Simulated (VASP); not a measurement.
A run of VASP 6.6.1:

Contents of POSCAR:

```
Ni
1.0
    2.2921012302      0.0000000000      0.0000000000
    0.0000000000      2.2921012302      0.0000000000
    0.0000000000      0.0000000000      2.2921012302
Ni
1
Direct
    0.0000000000      0.0000000000      0.0000000000
```

INCAR.step1

```
SYSTEM = Ni
  PREC = Accurate
  ENCUT = 520
  ISMEAR = -1
  SIGMA = 0.1
  LREAL = .FALSE.
  LASPH = .TRUE.
  NELM = 80
  NBANDS = 11
  GGA = PE
  ALGO = Normal
  EDIFF = 1E-4
  LWAVE = .TRUE.
  LCHARG = .FALSE.
```

The input INCAR.step2:

```
SYSTEM = Ni
  PREC = Accurate
  ENCUT = 520
  EDIFF = 1E-6
  ISMEAR = -1
  SIGMA = 0.1
  LREAL = .FALSE.
  LASPH = .TRUE.
  NELM = 80
  ALGO = Normal
  ISIF = 2
  LWAVE = .FALSE.
  LCHARG = .TRUE.
  METAGGA = R2SCAN
  LMIXTAU = .TRUE.
  LELF = .TRUE.
  LVHAR = .TRUE.
  NBANDS = 11
  ISTART = 1
```

Contents of KPOINTS:

```
Automatic mesh
0
G
  22 22 22
  0 0 0
```

Potentials or basis: VASP PAW PBE potentials, release 64 (Ni).

Launch:

```sh
$ cat potpaw_PBE.64/Ni/POTCAR > POTCAR
$ cp INCAR.step1 INCAR
$ mpirun -np 1 vasp_std > vasp.out
$ cp INCAR.step2 INCAR
$ mpirun -np 1 vasp_std > vasp.out
```

Hardware: 1 thread of Intel Xeon 8259CL, with other jobs on the host.

Problem. Estimate the wall time of this run.

Solution. Wall time 3.1 min on 1 thread of Intel Xeon 8259CL, with other jobs on the host, peak memory 0.16 GiB. Counts: k points 364.
